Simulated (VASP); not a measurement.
# TaN (I4_1md) in VASP: notebook

TaN is run at these levels: PBEsol; tasks: single point.

All numbers are computed with VASP 6.6.1; they aren't measurements. Logs are shortened: lines on timing, memory, paths and dates and some standing lists are left out, and cuts for length are marked.

**1. The cell of the first run**

Symmetry: I4_1md, No. 109, tetragonal system. The conventional cell has a = 2.888 Å, b = 2.888 Å, c = 10.197 Å, α = 90.00°, β = 90.00°, γ = 90.00°. Ta (site symmetry 2mm) has 6 N at 2.21 to 2.24 Å and 4 Ta at 2.89 Å within 2.9 Å. Within 2.9 Å of N (site symmetry 2mm) lie 6 Ta at 2.21 to 2.24 Å and 4 N at 2.89 Å.

**2. Single point, PBEsol**

Input file INCAR:

```
SYSTEM = TaN
ALGO     = Normal         ! electronic algorithm
EDIFF    = 1E-6           ! SCF threshold, eV
ENCUT    = 520            ! plane-wave cutoff, eV
GGA      = PS             ! functional
ISIF     = 2              ! what is computed and relaxed
ISMEAR   = 0              ! smearing method
LASPH    = .True.         ! aspherical terms in the spheres
LCHARG   = .False.        ! write CHGCAR
LREAL    = .False.        ! projectors in reciprocal space
LWAVE    = .False.        ! write WAVECAR
NBANDS   = 24             ! bands
NELM     = 80             ! most SCF steps
PREC     = Accurate       ! precision mode
SIGMA    = 0.02           ! smearing width, eV
```

Input file KPOINTS:

```
k-points
0
Gamma
  14 14 14
  0 0 0
```

Input file POSCAR:

```
TaN
1.0
   -1.4439996563      1.4439996563      5.0986755961
    1.4439996563     -1.4439996563      5.0986755961
    1.4439996563      1.4439996563     -5.0986755961
Ta N
2 2
Direct
    0.7504672867      0.7504672867      0.0000000000
    0.5004672867      1.0004672867      0.5000000000
    0.3321612883      0.3321612883      0.0000000000
    0.0821612883      0.5821612883      0.5000000000
```

Potentials or basis: VASP PAW PBE potentials, release 64 (Ta_pv, N).

On the command line:

```
$ cat potpaw_PBE.64/Ta_pv/POTCAR potpaw_PBE.64/N/POTCAR > POTCAR
$ mpirun -np 1 vasp_std > vasp.out
```

OUTCAR:

```text
SYSTEM = TaN
   EDIFF = 1E-6
   ENCUT = 520
   GGA = PS
   ISIF = 2
   ISMEAR = 0
   LASPH = .True.
   LREAL = .False.
   NELM = 80
   PREC = Accurate

 ion  position               nearest neighbor table
   1  0.750  0.750  0.000-   3 2.21   3 2.21   3 2.21   3 2.21   4 2.24   4 2.24   2 2.93   2 2.93
                             2 2.93   2 2.93
   2  0.500  0.000  0.500-   4 2.21   4 2.21   4 2.21   4 2.21   3 2.24   3 2.24   1 2.93   1 2.93
                             1 2.93   1 2.93
   3  0.332  0.332  0.000-   1 2.21   1 2.21   1 2.21   1 2.21   2 2.24   2 2.24
   4  0.082  0.582  0.500-   2 2.21   2 2.21   2 2.21   2 2.21   1 2.24   1 2.24

  LATTYP: Found a body centered tetragonal cell.
 ALAT       =     2.8879993126
 C/A-ratio  =     3.5309396189

  Lattice vectors:

 A1 = (  -1.4439996563,   1.4439996563,   5.0986755961)
 A2 = (   1.4439996563,  -1.4439996563,   5.0986755961)
 A3 = (   1.4439996563,   1.4439996563,  -5.0986755961)

Analysis of symmetry for initial positions (statically):
=====================================================================
 Subroutine PRICEL returns:
 Original cell was already a primitive cell.

 Routine SETGRP: Setting up the symmetry group for a
 body centered tetragonal supercell.

 Subroutine GETGRP returns: Found  8 space group operations
 (whereof  4 operations were pure point group operations)
 out of a pool of 16 trial point group operations.

The static configuration has the point symmetry C_2v.
 The point group associated with its full space group is C_4v.

Analysis of symmetry for dynamics (positions and initial velocities):
=====================================================================
 Subroutine PRICEL returns:
 Original cell was already a primitive cell.

 Routine SETGRP: Setting up the symmetry group for a
 body centered tetragonal supercell.

 Subroutine GETGRP returns: Found  8 space group operations
 (whereof  4 operations were pure point group operations)
 out of a pool of 16 trial point group operations.

The dynamic configuration has the point symmetry C_2v.
 The point group associated with its full space group is C_4v.

 Subroutine INISYM returns: Found  8 space group operations
 (whereof  4 operations are pure point group operations),
 and found     1 'primitive' translations

----------------------------------------------------------------------------------------

                                     Primitive cell

  volume of cell :      42.5257

  direct lattice vectors                    reciprocal lattice vectors
    -1.443999656  1.443999656  5.098675596     0.000000000  0.346260470  0.098064682
     1.443999656 -1.443999656  5.098675596     0.346260470  0.000000000  0.098064682
     1.443999656  1.443999656 -5.098675596     0.346260470  0.346260470  0.000000000

  length of vectors
     5.492427774  5.492427774  5.492427774     0.359879140  0.359879140  0.489686253

  position of ions in fractional coordinates (direct lattice)
     0.750467287  0.750467287  0.000000000
     0.500467287  0.000467287  0.500000000
     0.332161288  0.332161288  0.000000000
     0.082161288  0.582161288  0.500000000

  ion indices of the primitive-cell ions
   primitive index   ion index
                 1           1
                 2           2
                 3           3
                 4           4

----------------------------------------------------------------------------------------

 KPOINTS: k-points

Automatic generation of k-mesh.
 Grid dimensions read from file:
 generate k-points for:   14   14   14

 Generating k-lattice:

  Cartesian coordinates                     Fractional coordinates (reciprocal lattice)
     0.000000000  0.024732891  0.007004620     0.071428571  0.000000000 -0.000000000
     0.024732891  0.000000000  0.007004620     0.000000000  0.071428571 -0.000000000
     0.024732891  0.024732891  0.000000000     0.000000000  0.000000000  0.071428571

  Length of vectors
     0.025705653  0.025705653  0.034977590

  Shift w.r.t. Gamma in fractional coordinates (k-lattice)
     0.000000000  0.000000000  0.000000000

 Subroutine IBZKPT returns following result:
 ===========================================

 Found    244 irreducible k-points:

 Following reciprocal coordinates:
            Coordinates               Weight
  0.000000  0.000000  0.000000      1.000000
  0.071429  0.000000  0.000000      8.000000
  0.142857 -0.000000  0.000000      8.000000
  0.214286  0.000000  0.000000      8.000000
  0.285714  0.000000  0.000000      8.000000
  0.357143  0.000000  0.000000      8.000000
[... 16 lines left out ...]
  0.214286  0.142857  0.000000     16.000000
  0.285714  0.142857 -0.000000     16.000000
 [... further k-points ...]
   k-points           NKPTS =    244   k-points in BZ     NKDIM =    244   number of bands    NBANDS=     24
   number of dos      NEDOS =    301   number of ions     NIONS =      4
   total plane-waves  NPLWV =  74088
   dimension x,y,z NGX =    42 NGY =   42 NGZ =   42
   dimension x,y,z NGXF=    84 NGYF=   84 NGZF=   84
   ions per type =               2   2
   NGX,Y,Z   is equivalent  to a cutoff of  12.71, 12.71, 12.71 a.u.
   NGXF,Y,Z  is equivalent  to a cutoff of  25.43, 25.43, 25.43 a.u.
 SYSTEM =  TaN
   PREC   = accura    normal or accurate (medium, high low for compatibility)
   ISTART =      0    job   : 0-new  1-cont  2-samecut
   ICHARG =      2    charge: 1-file 2-atom 10-const
   ISPIN  =      1    spin polarized calculation?
   LNONCOLLINEAR =      F non collinear calculations
   LSORBIT =      F    spin-orbit coupling
   LASPH  =      T    aspherical Exc in radial PAW
   ENCUT  =  520.0 eV  38.22 Ry    6.18 a.u.  10.21 10.21 10.21*2*pi/ulx,y,z
   NELM   =     80;   NELMIN=  2; NELMDL= -5     # of ELM steps
   EDIFF  = 0.1E-05   stopping-criterion for ELM
   LREAL  =      F    real-space projection
   EDIFFG = 0.1E-04   stopping-criterion for IOM
   NSW    =      0    number of steps for IOM
   IBRION =     -1    ionic relax: 0-MD 1-quasi-New 2-CG
   NFREE  =      0    steps in history (QN), initial steepest desc. (CG)
   ISIF   =      2    stress and relaxation
   ISYM   =      2    0-nonsym 1-usesym 2-fastsym
   POTIM  = 0.5000    time-step for ionic-motion
   TEBEG  =    0.0;   TEEND  =   0.0 temperature during run
   PSTRESS=    0.0 pullay stress
   NELECT =      32.0000    total number of electrons
   NUPDOWN=      -1.0000    fix difference up-down
   EMIN   =  10.00;   EMAX   =-10.00  energy-range for DOS
   EFERMI =   0.00;   METHOD = LEGACY
   ISMEAR =     0;   SIGMA  =   0.02  broadening in eV -4-tet -1-fermi 0-gaus
   EFERMI_NEDOS =   21; number of points for ismear=-14 and -15
   IALGO  =     38    algorithm
   IMIX   =      4    mixing-type and parameters
     AMIX     =   0.40;   BMIX     =  1.00
     AMIX_MAG =   1.60;   BMIX_MAG =  1.00
  volume/ion in A,a.u.               =      10.63        71.74
  Fermi-wavevector in a.u.,A,eV,Ry     =   1.489044  2.813886 30.167560  2.217253
  Thomas-Fermi vector in A             =   2.602003
   LORBIT       =      0    0 simple, 1 ext, 2 COOP (PROOUT), +10 PAW based schemes
   GGA     = PS    functional components
   LHFCALC =     F    Hartree Fock is set to
   AEXX    =    0.0000 exact exchange contribution
   IVDW    =     0    specifies the selected vdW correction
   LEPSILON=     F    determine dielectric tensor
   LRPA    =     F    only Hartree local field effects (RPA)
 non-spin polarized calculation
 Gauss-broadening in eV      SIGMA  =   0.02
  energy-cutoff  :      520.00
  volume of cell :       42.53
 maximum number of plane-waves:      1164
 NGX is ok and might be reduce to    42
   NGX = 21   NGY = 21   NGZ = 21

 number of electron      32.0000001 magnetization

 Free energy of the ion-electron system (eV)
  ---------------------------------------------------
  ext. energy  EPLUGINS =         0.00000000
  ---------------------------------------------------
  free energy    TOTEN  =       -47.48464150 eV

  energy without entropy =      -47.48464150  energy(sigma->0) =      -47.48464150

 E-fermi :   8.2956     XC(G=0): -13.5807

 val. band max:        8.0888740332   @ k =  -0.3571   0.3571   0.3571
 cond. band min:       8.7648993011   @ k =  -0.2143   0.2143   0.0000
 fundamental gap:      0.6760252679
 Fermi energy:         8.2955796013

 k-point     1 :       0.0000    0.0000    0.0000
  band No.  band energies     occupation
      1     -27.3029      2.00000
      2     -26.5046      2.00000
      3     -26.5046      2.00000
      4     -26.2869      2.00000
      5     -26.2869      2.00000
      6     -26.2192      2.00000
[... 16 lines left out ...]
     23      12.2880      0.00000
     24      13.5608      0.00000

 k-point     2 :       0.0714    0.0000    0.0000
  band No.  band energies     occupation
      1     -27.2882      2.00000
      2     -26.5527      2.00000
      3     -26.5009      2.00000
      4     -26.3365      2.00000
      5     -26.2818      2.00000
      6     -26.2174      2.00000
[... 16 lines left out ...]
     23      12.6716      0.00000
     24      13.3769      0.00000

 k-point     3 :       0.1429   -0.0000    0.0000
  band No.  band energies     occupation
      1     -27.2476      2.00000
      2     -26.6830      2.00000
      3     -26.4905      2.00000
      4     -26.4619      2.00000
      5     -26.2676      2.00000
      6     -26.2256      2.00000
[... 16 lines left out ...]
     23      13.0799      0.00000
     24      13.4144      0.00000
[... 514 lines left out ...]
 k-point    23 :       0.2143    0.1429    0.0000
  band No.  band energies     occupation
      1     -27.1206      2.00000
      2     -26.8523      2.00000
      3     -26.6535      2.00000
      4     -26.5950      2.00000
      5     -26.4101      2.00000
      6     -26.2721      2.00000
[... 16 lines left out ...]
     23      13.7191      0.00000
     24      14.0075      0.00000

 k-point    24 :       0.2857    0.1429   -0.0000
  band No.  band energies     occupation
      1     -27.1364      2.00000
      2     -26.9818      2.00000
      3     -26.7459      2.00000
      4     -26.6308      2.00000
      5     -26.3923      2.00000
      6     -26.2980      2.00000
[... 16 lines left out ...]
     23      13.7161      0.00000
     24      14.5808      0.00000

 [... further k-points ...]
[... 5 lines left out ...]
  --------------------------------------------------------------------------------------
  -------------------------------------------------------------------------------------
  Total        0.2491028      0.2491028      0.1733133      0.0000000      0.0000000      0.0000000
  in kB        9.3850728      9.3850728      6.5296668      0.0000000      0.0000000      0.0000000
  external PRESSURE =       8.4332708 kB  Pullay stress =       0.0000000 kB

 VOLUME and BASIS-vectors are now :
 -----------------------------------------------------------------------------
  energy-cutoff  :      520.00
  volume of cell :       42.53
      direct lattice vectors                 reciprocal lattice vectors
    -1.443999656  1.443999656  5.098675596     0.000000000  0.346260470  0.098064682
     1.443999656 -1.443999656  5.098675596     0.346260470  0.000000000  0.098064682
     1.443999656  1.443999656 -5.098675596     0.346260470  0.346260470  0.000000000

 POSITION                                       TOTAL-FORCE (eV/Angst)
 -----------------------------------------------------------------------------------
      0.00000      0.00000      7.65278         0.000000      0.000000     -0.001294
      0.00000      1.44400      0.00477         0.000000      0.000000     -0.001294
      0.00000      0.00000      3.38717         0.000000     -0.000000      0.001294
      1.44400      0.00000      0.83783        -0.000000      0.000000      0.001294
 -----------------------------------------------------------------------------------
    total drift:                                0.000000      0.000000     -0.000354

  FREE ENERGIE OF THE ION-ELECTRON SYSTEM (eV)
  ---------------------------------------------------
  free  energy   TOTEN  =       -47.4846414974 eV

  energy  without entropy=      -47.4846414974  energy(sigma->0) =      -47.48464150
```

Wall time 6.3 min (1 thread of AMD EPYC 7R13 (Zen 3), shared host); peak memory 0.37 GiB.

What came out:

- Free energy: -47.4846 eV
- Pressure: 0.8 GPa
- Band gap on the k mesh: 0.68 eV, indirect (least direct gap 0.99 eV)

Caveat: the PAW data sets were made with another functional, which shifts forces and pressure a little; spin-orbit coupling is left out, which moves the levels of the heavy elements. A k mesh can miss the band edges.

**3. Single point, PBEsol**

Input file INCAR:

```
ALGO     = Normal         # electronic algorithm
EDIFF    = 1E-6           # SCF threshold, eV
ENCUT    = 520            # plane-wave cutoff, eV
GGA      = PS             # functional
ISIF     = 2              # what is computed and relaxed
ISMEAR   = 0              # smearing method
LASPH    = T              # aspherical terms in the spheres
LCHARG   = F              # write CHGCAR
LREAL    = F              # projectors in reciprocal space
LWAVE    = F              # write WAVECAR
NBANDS   = 24             # bands
NELM     = 60             # most SCF steps
PREC     = Accurate       # precision mode
SIGMA    = 0.02           # smearing width, eV
```

Input file KPOINTS:

```
k-points
0
Gamma
  14 14 14
```

POSCAR is that of step 2.

Potentials or basis: VASP PAW PBE potentials, release 64 (Ta_pv, N).

On the command line:

```
$ cat potpaw_PBE.64/Ta_pv/POTCAR potpaw_PBE.64/N/POTCAR > POTCAR
$ mpirun -np 1 vasp_std > vasp.out
```

Wall time 6.4 min (1 thread of AMD EPYC 7R13 (Zen 3), shared host); peak memory 0.37 GiB.

The run converged. Its results:

```
Free energy            : -47.4846 eV
Pressure               : 0.8 GPa
Band gap on the k mesh : 0.68 eV, indirect (least direct gap 0.99 eV)
```

Stress tensor (GPa, compression positive):
```
0.94 0.00 0.00
0.00 0.94 0.00
0.00 0.00 0.65
```

Levels at points of the mesh, in eV from the valence-band top:
```csv
k point,band 14,band 15,band 16,band 17,band 18,band 19
"(0.00, 0.00, 0.00)",-3.38,-3.15,-3.06,1.95,3.07,3.23
"(0.50, 0.00, 0.00)",-3.54,-2.24,-1.19,1.40,2.65,3.10
"(0.50, 0.50, 0.00)",-4.70,-0.49,-0.49,4.27,4.27,5.42
"(0.50, 0.50, 0.50)",-3.75,-2.81,-2.81,3.52,3.52,3.69
```

Caveat: the PAW data sets were made with another functional, which shifts forces and pressure a little; spin-orbit coupling is left out, which moves the levels of the heavy elements. A k mesh can miss the band edges.
